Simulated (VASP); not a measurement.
MnO, 2 atoms in the cell. The structure is cubic, space group Fm-3m (No. 225). Conventional cell: a = 4.408 Å, b = 4.408 Å, c = 4.408 Å, α = 90.00°, β = 90.00°, γ = 90.00°. Mn (site symmetry m-3m) has 6 O at 2.20 Å within 2.9 Å. O (site symmetry m-3m) has 6 Mn at 2.20 Å within 2.9 Å. 

| Property | Result |
| --- | --- |
| Program | VASP 6.6.1 |
| Task | single point |
| Functional | PBE |
| Potentials or basis | VASP PAW PBE potentials, release 64 (Mn_pv, O) |
| Cutoff | 520 eV |
| k mesh | 8 × 8 × 8 |
| Occupations | fermi-dirac, width 0.1 eV |
| Spin | no spin polarisation |
| Dipole correction | no |
| Further INCAR settings | ALGO = Normal; EDIFF = 1e-07; NBANDS = 16 |

Potentials or basis: VASP PAW PBE potentials, release 64 (Mn_pv, O).

Launch:

```sh
$ cat potpaw_PBE.64/Mn_pv/POTCAR potpaw_PBE.64/O/POTCAR > POTCAR
$ mpirun -np 1 vasp_std > vasp.out
```

Hardware: 1 thread of AMD EPYC 7R13 Processor (Zen 3), on a shared host.

Question: How long does it take, and how much memory?

Answer: Run time: 12 s on 1 thread of AMD EPYC 7R13 Processor (Zen 3), on a shared host, peak memory 0.11 GiB. Counts: scf iterations 16, k points 29.
